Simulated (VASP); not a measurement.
**Ta: single point with LDA**

Ta:

```
Ta
1.0
    14.00000    0.00000    0.00000
     0.00000   14.40000    0.00000
     0.00000    0.00000   14.80000
Ta
1
Direct
  0.50000 0.50000 0.50000
```

| Quantity | Value |
| --- | --- |
| Program | VASP 6.6.1 |
| Task | single point |
| Functional | LDA |
| Potentials or basis | VASP PAW LDA potentials, release 64 (Ta_pv) |
| Cutoff | 400 eV |
| k mesh | 1 × 1 × 1 |
| Occupations | fermi-dirac, width 0.01 eV |
| Spin | collinear spin |
| Starting moments | [1.0] μB |
| Dipole correction | no |
| Further INCAR settings | ALGO = Normal; EDIFF = 1e-06; NBANDS = 16; ISYM = 0 |

```
Pressure                                              : 0.0 GPa
Band gap on the k mesh                                : zero (filled and empty bands touch)
Net moment                                            : 3.00 μB per cell
Site moments                                          : Ta +2.13 μB
Valence electrons inside the program's atomic spheres : Ta 8.53
```

Levels at points of the mesh, in eV from the Fermi level:
Spin up:
```csv
k point,band 7,band 8,band 9,band 10,band 11,band 12
"(0.00, 0.00, 0.00)",0.00,0.00,0.00,2.68,2.68,2.68
```
Spin down:
```
           k point  band 2  band 3  band 4  band 5  band 6  band 7
(0.00, 0.00, 0.00)  -34.31  -34.31   -0.68    1.39    1.39    1.39
```

It took 4.6 min on 1 thread of Intel(R) Xeon(R) Platinum 8375C CPU @ 2.90GHz (Ice Lake) (shared host), peak memory 1.2 GiB.

Caveat: spin-orbit coupling is left out, which moves the levels of the heavy elements.
